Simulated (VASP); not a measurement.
Crystal: CO.

```
C O
1.0
     5.95264    0.00000    0.00000
     0.00000    5.95264    0.00000
     0.00000    0.00000    5.95264
C O
4 4
Direct
  0.96465 0.96465 0.96465
  0.53535 0.03535 0.46465
  0.46465 0.53535 0.03535
  0.03535 0.46465 0.53535
  0.07451 0.07451 0.07451
  0.42549 0.92549 0.57451
  0.57451 0.42549 0.92549
  0.92549 0.57451 0.42549
```

```yaml
Program: VASP 6.6.1
Task: relaxation of cell and atoms
Functional: PBEsol
Potentials_or_basis: VASP PAW PBE potentials, release 64 (C, O)
Cutoff: 600 eV
k_mesh: 4 × 4 × 4
Occupations: gaussian, width 0.02 eV
Spin: no spin polarisation
```

At the start: pressure 1.0 GPa; volume 26.37 Å³/atom.

**Question.** How do energy, volume and symmetry change on relaxing?

**Answer.** Over 38 steps the energy falls by 4.2 meV/atom and the volume is 22.82 Å³/atom (-13.4 %); space group P2_13 (No. 198, to 0.1 Å) before and after.

Step by step:
```tsv
step	energy change (eV)	largest force (eV/Å)	pressure (GPa)	volume (Å³)
1	0.0000	1.0005	0.99	210.93
2	1.7432	7.9970	-9.91	215.95
3	-0.0162	0.0842	-0.25	211.33
4	-0.0163	0.0034	-0.15	211.29
5	-0.0163	0.0201	-0.13	211.28
6	-0.0168	0.0198	-0.14	210.74
7	-0.0184	0.0244	-0.12	209.10
8	-0.0213	0.0319	-0.10	205.87
9	-0.0265	0.0634	-0.05	199.49
10	-0.0327	0.1842	0.18	187.13
11	-0.0098	0.6693	1.31	163.96
12	-0.0307	0.4360	0.58	183.15
13	-0.0307	0.4318	0.56	183.11
14	-0.0309	0.4212	0.55	182.98
15	-0.0311	0.4005	0.53	182.72
16	-0.0316	0.3607	0.48	182.21
17	-0.0324	0.2838	0.39	181.19
18	-0.0331	0.1305	0.22	179.16
19	-0.0331	0.1200	0.20	179.04
20	-0.0331	0.1010	0.18	178.80
21	-0.0331	0.1095	0.19	178.88
22	-0.0332	0.1054	0.18	179.06
23	-0.0334	0.0901	0.15	179.58
24	-0.0337	0.0630	0.10	180.63
25	-0.0339	0.0102	0.00	182.74
26	-0.0339	0.0199	0.02	182.32
27	-0.0339	0.0201	0.03	182.39
28	-0.0339	0.0164	0.02	182.56
29	-0.0339	0.0136	0.02	182.65
30	-0.0339	0.0051	0.01	182.57
31	-0.0339	0.0060	0.02	182.58
32	-0.0339	0.0112	0.01	182.62
33	-0.0339	0.0101	0.00	182.60
34	-0.0339	0.0083	0.01	182.59
35	-0.0339	0.0075	0.01	182.58
36	-0.0339	0.0072	0.01	182.58
37	-0.0339	0.0070	0.01	182.58
38	-0.0339	0.0036	0.01	182.60
```

Final structure:
```
CELL_PARAMETERS angstrom
5.67326 0.00000 0.00000
0.00000 5.67326 0.00000
0.00000 0.00000 5.67326
ATOMIC_POSITIONS crystal
C 0.96174 0.96174 0.96174
C 0.53826 0.03826 0.46174
C 0.46174 0.53826 0.03826
C 0.03826 0.46174 0.53826
O 0.07784 0.07784 0.07784
O 0.42216 0.92216 0.57784
O 0.57784 0.42216 0.92216
O 0.92216 0.57784 0.42216
```

Caveat: this functional lacks dispersion, which holds the molecules together, so the pressure and a relaxed volume are unreliable; the PAW data sets were made with another functional, which shifts forces and pressure a little.
